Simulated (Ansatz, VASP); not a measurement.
**Ti in VASP and in Ansatz**

```
Ti
1.0
     4.61157    0.00000    0.00000
    -2.30578    3.99374    0.00000
     0.00000    0.00000    4.24669
Ti
4
Direct
  0.00000 0.00000 0.25000
  0.00000 0.00000 0.75000
  0.33333 0.66667 0.75000
  0.66667 0.33333 0.25000
```

Alike in both runs: functional PBE; k mesh 6 × 6 × 2; occupations gaussian, width 0.1 eV; no spin polarisation.

Ansatz relaxed the structure, and its values are those at the end. VASP's run is a single point on that final structure, the one shown.

|  | VASP | Ansatz |
| --- | --- | --- |
| version | VASP 6.6.1 | Ansatz 0.2.0 |
| potentials or method | VASP PAW PBE potentials, release 64 (Ti_sv), cutoff 520 eV | scalar-relativistic, plane waves, PAW |
| valence electrons in the cell | 48 | 48 |

```csv
,VASP,Ansatz,Ansatz less VASP
gap on the k mesh at the Fermi level (eV),none,none,-
pressure (GPa),0.1,0.0,-0.13
```

A gap of «none» marks a metal or a gap that the smearing closes.

The k mesh is coarse, so the values compare programs but aren't converged.
